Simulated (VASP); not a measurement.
# InP in VASP: single point with PBE

Aim: the single point of InP with PBE.

Everything below comes from runs of VASP 6.6.1. Logs are shortened: lines on timing, memory, paths and dates and some standing lists are left out, and cuts for length are marked.

### Step 1. The cell of the first run

The cell holds a slab with vacuum, 12 atoms: a = 4.038 Å, b = 5.710 Å, c = 30.094 Å, α = 90.00°, β = 90.00°, γ = 90.00°.

### Step 2. Single point, PBE

Input file INCAR:

```
SYSTEM = InP
PREC     = Accurate       ! precision mode
ENCUT    = 520            ! plane-wave cutoff, eV
EDIFF    = 1E-7           ! SCF threshold, eV
ISMEAR   = 0              ! smearing method
SIGMA    = 0.05           ! smearing width, eV
LREAL    = .False.        ! projectors in reciprocal space
LASPH    = .True.         ! aspherical terms in the spheres
NELM     = 100            ! most SCF steps
ALGO     = Normal         ! electronic algorithm
ISIF     = 2              ! what is computed and relaxed
LWAVE    = .False.        ! write WAVECAR
LCHARG   = .True.         ! write CHGCAR
LDIPOL   = .True.       
IDIPOL   = 3            
DIPOL    = 0.5 0.5 0.496
GGA      = PE             ! functional
LELF     = .True.         ! ELF
LVHAR    = .True.       
LVACPOTAV= .True.       
NBANDS   = 66             ! bands
```

Input file KPOINTS:

```
regular mesh
0
Gamma
  6 5 1
  0 0 0
```

Input file POSCAR:

```
InP
1.0
    4.0375797200      0.0000000000      0.0000000000
    0.0000000000      5.7100000000      0.0000000000
    0.0000000000      0.0000000000     30.0939492120
In P
6 6
Direct
    0.5000000000      0.5000000000      0.3322927121
    0.0000000000      0.0000000000      0.3993756291
    0.5000000000      0.5000000000      0.4664585461
    0.0000000000      0.0000000000      0.5269260594
    0.5000000000      0.5000000000      0.5970002211
    0.0000000000      0.0000000000      0.6508856292
    0.5000000000      0.0000000000      0.3322927121
    0.0000000000      0.5000000000      0.3993756291
    0.5000000000      0.0000000000      0.4664585461
    0.0000000000      0.5000000000      0.5283907168
    0.5000000000      0.0000000000      0.5928686072
    0.0000000000      0.5000000000      0.6547172218
```

Potentials or basis: VASP PAW PBE potentials, release 64 (In_d, P).

Launch:

```console
$ cat potpaw_PBE.64/In_d/POTCAR potpaw_PBE.64/P/POTCAR > POTCAR
$ mpirun -np 1 vasp_std > vasp.out
```

OUTCAR:

```text
SYSTEM = InP
   PREC = Accurate
   ENCUT = 520
   EDIFF = 1E-7
   ISMEAR = 0
   LREAL = .False.
   LASPH = .True.
   NELM = 100
   ISIF = 2
   GGA = PE

 ion  position               nearest neighbor table
   1  0.500  0.500  0.332-   7 2.85   7 2.85   8 2.86   8 2.86
   2  0.000  0.000  0.399-   8 2.85   8 2.85   9 2.86   7 2.86   7 2.86   9 2.86   4 3.84
   3  0.500  0.500  0.466-  10 2.75  10 2.75   9 2.85   9 2.85   8 2.86   8 2.86   5 3.93   4 3.94
                             4 3.94   4 3.94   4 3.94
   4  0.000  0.000  0.527-   9 2.72   9 2.72  11 2.83  11 2.83  10 2.86  10 2.86   6 3.73   2 3.84
                             3 3.94   3 3.94   3 3.94   3 3.94
   5  0.500  0.500  0.597-  12 2.66  12 2.66  11 2.86  11 2.86  10 2.89  10 2.89   6 3.85   6 3.85
                             6 3.85   6 3.85   3 3.93
   6  0.000  0.000  0.651-  11 2.67  11 2.67  12 2.86  12 2.86   4 3.73   5 3.85   5 3.85   5 3.85
                             5 3.85
   7  0.500  0.000  0.332-   1 2.85   1 2.85   2 2.86   2 2.86
   8  0.000  0.500  0.399-   2 2.85   2 2.85   3 2.86   1 2.86   1 2.86   3 2.86
   9  0.500  0.000  0.466-   4 2.72   4 2.72   3 2.85   3 2.85   2 2.86   2 2.86
  10  0.000  0.500  0.528-   3 2.75   3 2.75   4 2.86   4 2.86   5 2.89   5 2.89
  11  0.500  0.000  0.593-   6 2.67   6 2.67   4 2.83   4 2.83   5 2.86   5 2.86
  12  0.000  0.500  0.655-   5 2.66   5 2.66   6 2.86   6 2.86

  LATTYP: Found a simple orthorhombic cell.
 ALAT       =     4.0375797200
 B/A-ratio  =     1.4142135626
 C/A-ratio  =     7.4534625441

  Lattice vectors:

 A1 = (   4.0375797200,   0.0000000000,   0.0000000000)
 A2 = (   0.0000000000,   5.7100000000,   0.0000000000)
 A3 = (   0.0000000000,   0.0000000000,  30.0939492120)

Analysis of symmetry for initial positions (statically):
=====================================================================
 Subroutine PRICEL returns:
 Original cell was already a primitive cell.

 Routine SETGRP: Setting up the symmetry group for a
 simple orthorhombic supercell.

 Subroutine GETGRP returns: Found  4 space group operations
 (whereof  4 operations were pure point group operations)
 out of a pool of  8 trial point group operations.

The static configuration has the point symmetry C_2v.

Analysis of symmetry for dynamics (positions and initial velocities):
=====================================================================
 Subroutine PRICEL returns:
 Original cell was already a primitive cell.

 Routine SETGRP: Setting up the symmetry group for a
 simple orthorhombic supercell.

 Subroutine GETGRP returns: Found  4 space group operations
 (whereof  4 operations were pure point group operations)
 out of a pool of  8 trial point group operations.

The dynamic configuration has the point symmetry C_2v.

 Subroutine INISYM returns: Found  4 space group operations
 (whereof  4 operations are pure point group operations),
 and found     1 'primitive' translations

----------------------------------------------------------------------------------------

                                     Primitive cell

  volume of cell :     693.8034

  direct lattice vectors                    reciprocal lattice vectors
     4.037579720  0.000000000  0.000000000     0.247673128  0.000000000  0.000000000
     0.000000000  5.710000000  0.000000000     0.000000000  0.175131349  0.000000000
     0.000000000  0.000000000 30.093949212     0.000000000  0.000000000  0.033229271

  length of vectors
     4.037579720  5.710000000 30.093949212     0.247673128  0.175131349  0.033229271

  position of ions in fractional coordinates (direct lattice)
     0.500000000  0.500000000  0.332292712
     0.000000000  0.000000000  0.399375629
     0.500000000  0.500000000  0.466458546
     0.000000000  0.000000000  0.526926059
     0.500000000  0.500000000  0.597000221
     0.000000000  0.000000000  0.650885629
     0.500000000  0.000000000  0.332292712
     0.000000000  0.500000000  0.399375629
     0.500000000  0.000000000  0.466458546
     0.000000000  0.500000000  0.528390717
     0.500000000  0.000000000  0.592868607
     0.000000000  0.500000000  0.654717222

  ion indices of the primitive-cell ions
   primitive index   ion index
                 1           1
                 2           2
                 3           3
                 4           4
                 5           5
                 6           6
                 7           7
                 8           8
                 9           9
                10          10
                11          11
                12          12

----------------------------------------------------------------------------------------

 KPOINTS: regular mesh

Automatic generation of k-mesh.
 Grid dimensions read from file:
 generate k-points for:    6    5    1

 Generating k-lattice:

  Cartesian coordinates                     Fractional coordinates (reciprocal lattice)
     0.041278855  0.000000000  0.000000000     0.166666667  0.000000000  0.000000000
     0.000000000  0.035026270  0.000000000     0.000000000  0.200000000  0.000000000
     0.000000000  0.000000000  0.033229271     0.000000000  0.000000000  1.000000000

  Length of vectors
     0.041278855  0.035026270  0.033229271

  Shift w.r.t. Gamma in fractional coordinates (k-lattice)
     0.000000000  0.000000000  0.000000000

 Subroutine IBZKPT returns following result:
 ===========================================

 Found     12 irreducible k-points:

 Following reciprocal coordinates:
            Coordinates               Weight
  0.000000  0.000000  0.000000      1.000000
  0.166667  0.000000  0.000000      2.000000
  0.333333  0.000000  0.000000      2.000000
  0.500000  0.000000  0.000000      1.000000
  0.000000  0.200000  0.000000      2.000000
  0.166667  0.200000  0.000000      4.000000
  0.333333  0.200000  0.000000      4.000000
  0.500000  0.200000  0.000000      2.000000
  0.000000  0.400000  0.000000      2.000000
  0.166667  0.400000  0.000000      4.000000
  0.333333  0.400000  0.000000      4.000000
  0.500000  0.400000  0.000000      2.000000
   k-points           NKPTS =     12   k-points in BZ     NKDIM =     12   number of bands    NBANDS=     66
   number of dos      NEDOS =    301   number of ions     NIONS =     12
   total plane-waves  NPLWV = 282240
   dimension x,y,z NGX =    30 NGY =   42 NGZ =  224
   dimension x,y,z NGXF=    60 NGYF=   84 NGZF=  448
   ions per type =               6   6
   NGX,Y,Z   is equivalent  to a cutoff of  12.35, 12.23, 12.37 a.u.
   NGXF,Y,Z  is equivalent  to a cutoff of  24.70, 24.46, 24.75 a.u.
 SYSTEM =  InP
   PREC   = accura    normal or accurate (medium, high low for compatibility)
   ISTART =      0    job   : 0-new  1-cont  2-samecut
   ICHARG =      2    charge: 1-file 2-atom 10-const
   ISPIN  =      1    spin polarized calculation?
   LNONCOLLINEAR =      F non collinear calculations
   LSORBIT =      F    spin-orbit coupling
   LASPH  =      T    aspherical Exc in radial PAW
   ENCUT  =  520.0 eV  38.22 Ry    6.18 a.u.   7.51 10.62 55.95*2*pi/ulx,y,z
   NELM   =    100;   NELMIN=  2; NELMDL= -5     # of ELM steps
   EDIFF  = 0.1E-06   stopping-criterion for ELM
   LREAL  =      F    real-space projection
   EDIFFG = 0.1E-05   stopping-criterion for IOM
   NSW    =      0    number of steps for IOM
   IBRION =     -1    ionic relax: 0-MD 1-quasi-New 2-CG
   NFREE  =      0    steps in history (QN), initial steepest desc. (CG)
   ISIF   =      2    stress and relaxation
   ISYM   =      2    0-nonsym 1-usesym 2-fastsym
   POTIM  = 0.5000    time-step for ionic-motion
   TEBEG  =    0.0;   TEEND  =   0.0 temperature during run
   PSTRESS=    0.0 pullay stress
   NELECT =     108.0000    total number of electrons
   NUPDOWN=      -1.0000    fix difference up-down
   EMIN   =  10.00;   EMAX   =-10.00  energy-range for DOS
   EFERMI =   0.00;   METHOD = LEGACY
   ISMEAR =     0;   SIGMA  =   0.05  broadening in eV -4-tet -1-fermi 0-gaus
   EFERMI_NEDOS =   21; number of points for ismear=-14 and -15
   IALGO  =     38    algorithm
   IMIX   =      4    mixing-type and parameters
     AMIX     =   0.40;   BMIX     =  1.00
     AMIX_MAG =   1.60;   BMIX_MAG =  1.00
  volume/ion in A,a.u.               =      57.82       390.17
  Fermi-wavevector in a.u.,A,eV,Ry     =   0.880651  1.664190 10.551952  0.775547
  Thomas-Fermi vector in A             =   2.001040
   LORBIT       =      0    0 simple, 1 ext, 2 COOP (PROOUT), +10 PAW based schemes
   GGA     = PE    functional components
   LHFCALC =     F    Hartree Fock is set to
   AEXX    =    0.0000 exact exchange contribution
   IVDW    =     0    specifies the selected vdW correction
   LEPSILON=     F    determine dielectric tensor
   LRPA    =     F    only Hartree local field effects (RPA)
 non-spin polarized calculation
 Gauss-broadening in eV      SIGMA  =   0.05
  energy-cutoff  :      520.00
  volume of cell :      693.80
 maximum number of plane-waves:     18737
   NGX = 15   NGY = 21   NGZ =111

 dipolmoment           0.000000      0.000000     -0.003261 electrons x Angstroem

 number of electron     107.9999960 magnetization

 dipolmoment           0.000000      0.000000      0.009129 electrons x Angstroem

 Free energy of the ion-electron system (eV)
  ---------------------------------------------------
  ext. energy  EPLUGINS =         0.00000000
  ---------------------------------------------------
  free energy    TOTEN  =       -45.45335801 eV

  energy without entropy =      -45.44241747  energy(sigma->0) =      -45.44788774

 E-fermi :  -0.4235     XC(G=0):  -4.4735

 val. band max:       -0.4401024387   @ k =   0.3333   0.4000   0.0000
 cond. band min:      -0.4196235773   @ k =   0.0000   0.4000   0.0000
 fundamental gap:      0.0204788614
 Fermi energy:        -0.4235306980

 k-point     1 :       0.0000    0.0000    0.0000
  band No.  band energies     occupation
      1     -14.7820      2.00000
      2     -14.7259      2.00000
      3     -14.7127      2.00000
      4     -14.6973      2.00000
      5     -14.6645      2.00000
      6     -14.6540      2.00000
[... 58 lines left out ...]
     65       4.0146      0.00000
     66       4.3116      0.00000

 k-point     2 :       0.1667    0.0000    0.0000
  band No.  band energies     occupation
      1     -14.7966      2.00000
      2     -14.7294      2.00000
      3     -14.7040      2.00000
      4     -14.6856      2.00000
      5     -14.6819      2.00000
      6     -14.6514      2.00000
[... 58 lines left out ...]
     65       4.3770      0.00000
     66       4.6586      0.00000

 k-point     3 :       0.3333    0.0000    0.0000
  band No.  band energies     occupation
      1     -14.8425      2.00000
      2     -14.7331      2.00000
      3     -14.7258      2.00000
      4     -14.7111      2.00000
      5     -14.6762      2.00000
      6     -14.6526      2.00000
[... 610 lines left out ...]
     65       3.4552      0.00000
     66       3.8665      0.00000

 k-point    12 :       0.5000    0.4000    0.0000
  band No.  band energies     occupation
      1     -14.8373      2.00000
      2     -14.7227      2.00000
      3     -14.6940      2.00000
      4     -14.6925      2.00000
      5     -14.6548      2.00000
      6     -14.6304      2.00000
[... 58 lines left out ...]
     65       3.7704      0.00000
     66       3.7844      0.00000

------------------------ aborting loop because EDIFF is reached ----------------------------------------

  FORCE on cell =-STRESS in cart. coord.  units (eV):
  Direction    XX          YY          ZZ          XY          YZ          ZX
  --------------------------------------------------------------------------------------
  -------------------------------------------------------------------------------------
  Total       -6.5312940    -12.1107252     -3.2745233      0.0000000      0.0000000      0.0000000
  in kB      -15.0825027    -27.9668999     -7.5617491      0.0000000      0.0000000      0.0000000
  external PRESSURE =     -16.8703839 kB  Pullay stress =       0.0000000 kB

 VOLUME and BASIS-vectors are now :
 -----------------------------------------------------------------------------
  energy-cutoff  :      520.00
  volume of cell :      693.80
      direct lattice vectors                 reciprocal lattice vectors
     4.037579720  0.000000000  0.000000000     0.247673128  0.000000000  0.000000000
     0.000000000  5.710000000  0.000000000     0.000000000  0.175131349  0.000000000
     0.000000000  0.000000000 30.093949212     0.000000000  0.000000000  0.033229271

 POSITION                                       TOTAL-FORCE (eV/Angst)
 -----------------------------------------------------------------------------------
      2.01879      2.85500     10.00000         0.000000      0.000000      0.689118
      0.00000      0.00000     12.01879         0.000000      0.000000     -0.681394
      2.01879      2.85500     14.03758         0.000000      0.000000     -0.154689
      0.00000      0.00000     15.85729         0.000000      0.000000      0.007158
      2.01879      2.85500     17.96609         0.000000      0.000000      0.009795
      0.00000      0.00000     19.58772         0.000000      0.000000     -0.002417
      2.01879      0.00000     10.00000         0.000000      0.000000      0.611971
      0.00000      2.85500     12.01879         0.000000      0.000000     -0.278834
      2.01879      0.00000     14.03758         0.000000      0.000000     -0.205055
      0.00000      2.85500     15.90136         0.000000      0.000000     -0.010208
      2.01879      0.00000     17.84176         0.000000      0.000000     -0.014312
      0.00000      2.85500     19.70303         0.000000      0.000000      0.028867
 -----------------------------------------------------------------------------------
    total drift:                                0.000000      0.000000     -0.001350

  FREE ENERGIE OF THE ION-ELECTRON SYSTEM (eV)
  ---------------------------------------------------
  free  energy   TOTEN  =       -45.4533580057 eV

  energy  without entropy=      -45.4424174656  energy(sigma->0) =      -45.44788774

 vacuum level on the upper side and lower side of the slab         4.348         4.277
```

It took 33 min on 1 thread of Intel Xeon Platinum 8259CL at 2.50GHz (Skylake/Cascade Lake), shared host; peak memory 0.82 GiB.

Results:

- Free energy: -45.4534 eV
- Largest force: 0.689 eV/Å
- Band gap on the k mesh: zero (bands 54 and 55 overlap by 0.88 eV)

Forces on the atoms (eV/Å):
```
In   0.000  0.000  0.689
In   0.000  0.000 -0.681
In   0.000  0.000 -0.155
In   0.000  0.000  0.007
In   0.000  0.000  0.010
In   0.000  0.000 -0.002
P    0.000  0.000  0.612
P    0.000  0.000 -0.279
P    0.000  0.000 -0.205
P    0.000  0.000 -0.010
P    0.000  0.000 -0.014
P    0.000  0.000  0.029
```

Caveat: spin-orbit coupling is left out, which moves the levels of the heavy elements.
